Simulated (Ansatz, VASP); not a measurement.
# One calculation of CsSr2TeO6, two programs

```
CELL_PARAMETERS angstrom
6.12893 0.00000 0.00000
-3.06447 5.30781 0.00000
-3.06447 1.76927 5.46966
ATOMIC_POSITIONS crystal
Sr 0.28523 0.71477 0.85569
Sr 0.81137 0.18863 0.43411
Cs 0.02776 0.97224 0.08329
Te 0.48862 0.51138 0.46585
O 0.14246 0.37629 0.23891
O 0.62371 0.52726 0.23891
O 0.47274 0.85754 0.23891
O 0.29019 0.46861 0.65011
O 0.53139 0.17146 0.65011
O 0.82854 0.70981 0.65011
```

Alike in both runs: functional PBEsol; k mesh 4 × 4 × 4; no spin polarisation.

Ansatz relaxed the structure, and its values are those at the end. VASP's run is a single point on that final structure, the one shown.

|  | VASP | Ansatz |
| --- | --- | --- |
| version | VASP 6.6.1 | Ansatz 0.2.0 |
| potentials or method | VASP PAW PBE potentials, release 64 (Sr_sv, Cs_sv, Te, O), cutoff 520 eV | PAW plane waves |
| occupations | methfessel-paxton of order 1, width 0.2311 eV | cold, width 0.2311 eV |
| valence electrons in the cell | 71 | 81 |

|  | VASP | Ansatz | Ansatz less VASP |
| --- | --- | --- | --- |
| pressure (GPa) | 0.9 | 0.4 | -0.45 |
| rms of the force components (eV/Å) | 0.014 | 0.001 | -0.0128 |

VASP's potentials were made for PBE, not for PBEsol. VASP's potentials hold 71 valence electrons a cell and Ansatz's 81, so a difference there can come from the potentials and not from the codes. Ansatz's warnings: stress scf threshold loose, structure snapped to symmetry.

Neither program's run includes spin-orbit coupling.
